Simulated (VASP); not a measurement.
# CdO (Fm-3m) in VASP: settings compared

The runs below take CdO through single point, with PBE+D4, LDA.

All numbers are computed with VASP 6.6.1; they aren't measurements. Logs are shortened: lines on timing, memory, paths and dates and some standing lists are left out, and cuts for length are marked.

## 1. The cell of the first run

Symmetry: Fm-3m, No. 225, cubic system. The conventional cell has a = 4.637 Å, b = 4.637 Å, c = 4.637 Å, α = 90.00°, β = 90.00°, γ = 90.00°. Within 3.1 Å of Cd (site symmetry m-3m) lie 6 O at 2.32 Å. Within 3.1 Å of O (site symmetry m-3m) lie 6 Cd at 2.32 Å.

## 2. Single point, PBE+D4

Contents of INCAR:

```
SYSTEM = CdO
PREC = Accurate ; ENCUT = 600
EDIFF = 1E-6 ; ISMEAR = 0
SIGMA = 0.018 ; LREAL = .FALSE.
LASPH = .TRUE. ; NELM = 120
ALGO = Normal ; ISIF = 2
LWAVE = .FALSE. ; LCHARG = .TRUE.
GGA = PE ; IVDW = 13
LELF = .TRUE. ; LVHAR = .TRUE.
NBANDS = 16 ; GGA_COMPAT = .FALSE.
```

Contents of KPOINTS:

```
regular mesh
0
G
  6 6 6
  0 0 0
```

Contents of POSCAR:

```
CdO
1.0
    0.0000000000      2.3185225105      2.3185225105
    2.3185225105      0.0000000000      2.3185225105
    2.3185225105      2.3185225105      0.0000000000
Cd O
1 1
Direct
    0.0000000000      0.0000000000      0.0000000000
    0.5000000000      0.5000000000      0.5000000000
```

Potentials or basis: VASP PAW PBE potentials, release 64 (Cd, O).

On the command line:

```console
> cat potpaw_PBE.64/Cd/POTCAR potpaw_PBE.64/O/POTCAR > POTCAR
> mpirun -np 1 vasp_std > vasp.out
```

OUTCAR:

```text
SYSTEM = CdO
   PREC = Accurate
   ENCUT = 600
   EDIFF = 1E-6
   ISMEAR = 0
   LREAL = .FALSE.
   LASPH = .TRUE.
   NELM = 120
   ISIF = 2
   GGA = PE
   IVDW = 13

 ion  position               nearest neighbor table
   1  0.000  0.000  0.000-   2 2.32   2 2.32   2 2.32   2 2.32   2 2.32   2 2.32
   2  0.500  0.500  0.500-   1 2.32   1 2.32   1 2.32   1 2.32   1 2.32   1 2.32

  LATTYP: Found a face centered cubic cell.
 ALAT       =     4.6370450210

  Lattice vectors:

 A1 = (   0.0000000000,   2.3185225105,   2.3185225105)
 A2 = (   2.3185225105,   0.0000000000,   2.3185225105)
 A3 = (   2.3185225105,   2.3185225105,   0.0000000000)

Analysis of symmetry for initial positions (statically):
=====================================================================
 Subroutine PRICEL returns:
 Original cell was already a primitive cell.

 Routine SETGRP: Setting up the symmetry group for a
 face centered cubic supercell.

 Subroutine GETGRP returns: Found 48 space group operations
 (whereof 48 operations were pure point group operations)
 out of a pool of 48 trial point group operations.

The static configuration has the point symmetry O_h .

Analysis of symmetry for dynamics (positions and initial velocities):
=====================================================================
 Subroutine PRICEL returns:
 Original cell was already a primitive cell.

 Routine SETGRP: Setting up the symmetry group for a
 face centered cubic supercell.

 Subroutine GETGRP returns: Found 48 space group operations
 (whereof 48 operations were pure point group operations)
 out of a pool of 48 trial point group operations.

The dynamic configuration has the point symmetry O_h .

 Subroutine INISYM returns: Found 48 space group operations
 (whereof 48 operations are pure point group operations),
 and found     1 'primitive' translations

----------------------------------------------------------------------------------------

                                     Primitive cell

  volume of cell :      24.9267

  direct lattice vectors                    reciprocal lattice vectors
     0.000000000  2.318522510  2.318522510    -0.215654581  0.215654581  0.215654581
     2.318522510  0.000000000  2.318522510     0.215654581 -0.215654581  0.215654581
     2.318522510  2.318522510  0.000000000     0.215654581  0.215654581 -0.215654581

  length of vectors
     3.278885979  3.278885979  3.278885979     0.373524691  0.373524691  0.373524691

  position of ions in fractional coordinates (direct lattice)
     0.000000000  0.000000000  0.000000000
     0.500000000  0.500000000  0.500000000

  ion indices of the primitive-cell ions
   primitive index   ion index
                 1           1
                 2           2

----------------------------------------------------------------------------------------

 KPOINTS: regular mesh

Automatic generation of k-mesh.
 Grid dimensions read from file:
 generate k-points for:    6    6    6

 Generating k-lattice:

  Cartesian coordinates                     Fractional coordinates (reciprocal lattice)
    -0.035942430  0.035942430  0.035942430     0.166666667  0.000000000  0.000000000
     0.035942430 -0.035942430  0.035942430     0.000000000  0.166666667  0.000000000
     0.035942430  0.035942430 -0.035942430     0.000000000  0.000000000  0.166666667

  Length of vectors
     0.062254115  0.062254115  0.062254115

  Shift w.r.t. Gamma in fractional coordinates (k-lattice)
     0.000000000  0.000000000  0.000000000

 Subroutine IBZKPT returns following result:
 ===========================================

 Found     16 irreducible k-points:

 Following reciprocal coordinates:
            Coordinates               Weight
  0.000000  0.000000  0.000000      1.000000
  0.166667  0.000000  0.000000      8.000000
  0.333333  0.000000  0.000000      8.000000
  0.500000  0.000000  0.000000      4.000000
  0.166667  0.166667  0.000000      6.000000
  0.333333  0.166667  0.000000     24.000000
[... 8 lines left out ...]
 -0.333333  0.333333  0.166667     24.000000
 -0.333333  0.500000  0.166667     12.000000
   k-points           NKPTS =     16   k-points in BZ     NKDIM =     16   number of bands    NBANDS=     16
   number of dos      NEDOS =    301   number of ions     NIONS =      2
   total plane-waves  NPLWV =  21952
   dimension x,y,z NGX =    28 NGY =   28 NGZ =   28
   dimension x,y,z NGXF=    56 NGYF=   56 NGZF=   56
   ions per type =               1   1
   NGX,Y,Z   is equivalent  to a cutoff of  14.20, 14.20, 14.20 a.u.
   NGXF,Y,Z  is equivalent  to a cutoff of  28.39, 28.39, 28.39 a.u.
 SYSTEM =  CdO
   PREC   = accura    normal or accurate (medium, high low for compatibility)
   ISTART =      0    job   : 0-new  1-cont  2-samecut
   ICHARG =      2    charge: 1-file 2-atom 10-const
   ISPIN  =      1    spin polarized calculation?
   LNONCOLLINEAR =      F non collinear calculations
   LSORBIT =      F    spin-orbit coupling
   LASPH  =      T    aspherical Exc in radial PAW
   ENCUT  =  600.0 eV  44.10 Ry    6.64 a.u.   6.55  6.55  6.55*2*pi/ulx,y,z
   NELM   =    120;   NELMIN=  2; NELMDL= -5     # of ELM steps
   EDIFF  = 0.1E-05   stopping-criterion for ELM
   LREAL  =      F    real-space projection
   EDIFFG = 0.1E-04   stopping-criterion for IOM
   NSW    =      0    number of steps for IOM
   IBRION =     -1    ionic relax: 0-MD 1-quasi-New 2-CG
   NFREE  =      0    steps in history (QN), initial steepest desc. (CG)
   ISIF   =      2    stress and relaxation
   ISYM   =      2    0-nonsym 1-usesym 2-fastsym
   POTIM  = 0.5000    time-step for ionic-motion
   TEBEG  =    0.0;   TEEND  =   0.0 temperature during run
   PSTRESS=    0.0 pullay stress
   NELECT =      18.0000    total number of electrons
   NUPDOWN=      -1.0000    fix difference up-down
   EMIN   =  10.00;   EMAX   =-10.00  energy-range for DOS
   EFERMI =   0.00;   METHOD = LEGACY
   ISMEAR =     0;   SIGMA  =   0.02  broadening in eV -4-tet -1-fermi 0-gaus
   EFERMI_NEDOS =   21; number of points for ismear=-14 and -15
   IALGO  =     38    algorithm
   IMIX   =      4    mixing-type and parameters
     AMIX     =   0.40;   BMIX     =  1.00
     AMIX_MAG =   1.60;   BMIX_MAG =  1.00
  volume/ion in A,a.u.               =      12.46        84.11
  Fermi-wavevector in a.u.,A,eV,Ry     =   1.468738  2.775512 29.350372  2.157192
  Thomas-Fermi vector in A             =   2.584200
   LORBIT       =      0    0 simple, 1 ext, 2 COOP (PROOUT), +10 PAW based schemes
   GGA     = PE    functional components
   LHFCALC =     F    Hartree Fock is set to
   AEXX    =    0.0000 exact exchange contribution
   IVDW    =    13    specifies the selected vdW correction
   LEPSILON=     F    determine dielectric tensor
   LRPA    =     F    only Hartree local field effects (RPA)
 non-spin polarized calculation
 Gauss-broadening in eV      SIGMA  =   0.02
  energy-cutoff  :      600.00
  volume of cell :       24.93
 maximum number of plane-waves:       869
 NGX is ok and might be reduce to    28
   NGX = 13   NGY = 13   NGZ = 13

 number of electron      18.0000002 magnetization

 Free energy of the ion-electron system (eV)
  ---------------------------------------------------
  ext. energy  EPLUGINS =         0.00000000
  ---------------------------------------------------
  free energy    TOTEN  =        -7.62737141 eV

  energy without entropy =       -7.62717733  energy(sigma->0) =       -7.62727437

 E-fermi :   2.4401     XC(G=0): -11.9264

 val. band max:        2.4254685460   @ k =   0.5000   0.0000   0.0000
 cond. band min:       4.0238882223   @ k =   0.1667   0.0000   0.0000
 fundamental gap:      1.5984196763
 Fermi energy:         2.4401100477

 k-point     1 :       0.0000    0.0000    0.0000
  band No.  band energies     occupation
      1     -15.2525      2.00000
      2      -4.3630      2.00000
      3      -4.3630      2.00000
      4      -4.3630      2.00000
      5      -4.0297      2.00000
      6      -4.0297      2.00000
[... 8 lines left out ...]
     15      21.1925      0.00000
     16      21.1925      0.00000

 k-point     2 :       0.1667    0.0000    0.0000
  band No.  band energies     occupation
      1     -15.0515      2.00000
      2      -4.5135      2.00000
      3      -4.4088      2.00000
      4      -4.4088      2.00000
      5      -4.1307      2.00000
      6      -4.1307      2.00000
[... 8 lines left out ...]
     15      21.6736      0.00000
     16      21.6736      0.00000

 k-point     3 :       0.3333    0.0000    0.0000
  band No.  band energies     occupation
      1     -14.6141      2.00000
      2      -5.0794      2.00000
      3      -4.8384      2.00000
      4      -4.8384      2.00000
      5      -3.8952      2.00000
      6      -3.8952      2.00000
[... 8 lines left out ...]
     15      23.2574      0.00000
     16      23.2574      0.00000

 k-point     4 :       0.5000    0.0000    0.0000
  band No.  band energies     occupation
      1     -14.3731      2.00000
      2      -5.4786      2.00000
      3      -5.0401      2.00000
      4      -5.0401      2.00000
      5      -3.7539      2.00000
      6      -3.7539      2.00000
[... 8 lines left out ...]
     15      24.0834      0.00000
     16      24.9657      0.00000
[... 172 lines left out ...]
 k-point    14 :       0.5000    0.3333    0.1667
  band No.  band energies     occupation
      1     -14.5143      2.00000
      2      -4.8067      2.00000
      3      -4.6796      2.00000
      4      -4.5937      2.00000
      5      -3.8627      2.00000
      6      -3.6478      2.00000
[... 8 lines left out ...]
     15      23.9843      0.00000
     16      26.7136      0.00000

 k-point    15 :      -0.3333    0.3333    0.1667
  band No.  band energies     occupation
      1     -14.4208      2.00000
      2      -4.8788      2.00000
      3      -4.6008      2.00000
      4      -4.5659      2.00000
      5      -3.7087      2.00000
      6      -3.6392      2.00000
[... 8 lines left out ...]
     15      21.9567      0.00000
     16      27.7683      0.00000

 k-point    16 :      -0.3333    0.5000    0.1667
  band No.  band energies     occupation
      1     -14.4667      2.00000
      2      -4.7372      2.00000
      3      -4.4013      2.00000
      4      -4.2172      2.00000
      5      -3.5993      2.00000
      6      -3.3457      2.00000
[... 8 lines left out ...]
     15      24.0382      0.00000
     16      27.6207      0.00000

------------------------ aborting loop because EDIFF is reached ----------------------------------------

  DFT-D4 for vdW energy calculation

  Edisp (eV):   -0.65099

  FORCE on cell =-STRESS in cart. coord.  units (eV):
  Direction    XX          YY          ZZ          XY          YZ          ZX
  --------------------------------------------------------------------------------------
  -------------------------------------------------------------------------------------
  Total       1.64443     1.64443     1.64443    -0.00000    -0.00000     0.00000
  in kB     105.69700   105.69700   105.69700    -0.00000    -0.00000     0.00000
  external pressure =      105.70 kB  Pullay stress =        0.00 kB

 VOLUME and BASIS-vectors are now :
 -----------------------------------------------------------------------------
  energy-cutoff  :      600.00
  volume of cell :       24.93
      direct lattice vectors                 reciprocal lattice vectors
     0.000000000  2.318522510  2.318522510    -0.215654581  0.215654581  0.215654581
     2.318522510  0.000000000  2.318522510     0.215654581 -0.215654581  0.215654581
     2.318522510  2.318522510  0.000000000     0.215654581  0.215654581 -0.215654581

 POSITION                                       TOTAL-FORCE (eV/Angst)
 -----------------------------------------------------------------------------------
      0.00000      0.00000      0.00000         0.000000      0.000000     -0.000000
      2.31852      2.31852      2.31852        -0.000000     -0.000000      0.000000
 -----------------------------------------------------------------------------------
    total drift:                                0.000000      0.000000      0.000000

  FREE ENERGIE OF THE ION-ELECTRON SYSTEM (eV)
  ---------------------------------------------------
  free  energy   TOTEN  =        -8.2783621444 eV

  energy  without entropy=       -8.2781680638  energy(sigma->0) =       -8.27826510
```

It took 6.9 s on 1 thread of Intel Xeon 6975P-C (Granite Rapids), shared host; peak memory 0.15 GiB.

What came out:

```yaml
Free_energy: -8.2784 eV
Pressure: 10.6 GPa
Band_gap_on_the_k_mesh: zero (band 9 reaches 2.43 eV, above the bottom of band 10 at 2.08 eV)
Dispersion_energy_per_atom: -0.325 eV
```

Caveat: the k points lie up to 0.39 Å⁻¹ apart; pairwise dispersion overbinds metals, which lowers pressure and volume.

## 3. Single point, LDA

This run uses another cell than the first one, of 13.16 Å³/atom, 1.056 times its volume.

Contents of INCAR:

```
SYSTEM = CdO
ALGO = Normal ; EDIFF = 1E-6
ENCUT = 600 ; GGA = CA
GGA_COMPAT = .FALSE. ; ISIF = 2
ISMEAR = 0 ; LASPH = .TRUE.
LCHARG = .TRUE. ; LELF = .TRUE.
LREAL = .FALSE. ; LVHAR = .TRUE.
LWAVE = .FALSE. ; NBANDS = 16
NELM = 120 ; PREC = Accurate
SIGMA = 0.1
```

Contents of KPOINTS:

```
k-points
0
G
  6 6 6
  0 0 0
```

Contents of POSCAR:

```
CdO
1.0
    0.0000000000      2.3609927699      2.3609927699
    2.3609927699      0.0000000000      2.3609927699
    2.3609927699      2.3609927699      0.0000000000
Cd O
1 1
Direct
    0.0000000000      0.0000000000      0.0000000000
    0.5000000000      0.5000000000      0.5000000000
```

Potentials or basis: VASP PAW LDA potentials, release 64 (Cd, O).

On the command line:

```console
> cat potpaw_LDA.64/Cd/POTCAR potpaw_LDA.64/O/POTCAR > POTCAR
> mpirun -np 1 vasp_std > vasp.out
```

Run time: 5.2 s. Hardware: 1 thread of Intel Xeon 6975P-C (Granite Rapids), shared host; peak memory 0.14 GiB.

It converged, with:

* Free energy: -9.3214 eV
* Pressure: -6.5 GPa
* Band gap on the k mesh: zero (band 9 reaches 1.64 eV, above the bottom of band 10 at 1.10 eV)

Levels at points of the mesh, in eV from the Fermi level:
| k point | band 6 | band 7 | band 8 | band 9 | band 10 | band 11 | band 12 | band 13 |
| --- | --- | --- | --- | --- | --- | --- | --- | --- |
| (0.00, 0.00, 0.00) | -6.44 | -1.41 | -1.41 | -1.41 | -0.63 | 14.70 | 16.69 | 16.69 |
| (0.50, 0.00, 0.00) | -6.18 | -3.91 | -0.09 | -0.09 | 4.19 | 6.97 | 11.53 | 11.53 |
| (0.50, 0.50, 0.00) | -5.73 | -4.42 | -2.39 | -2.39 | 3.51 | 8.24 | 10.96 | 12.90 |

Caveat: the k points lie up to 0.38 Å⁻¹ apart.
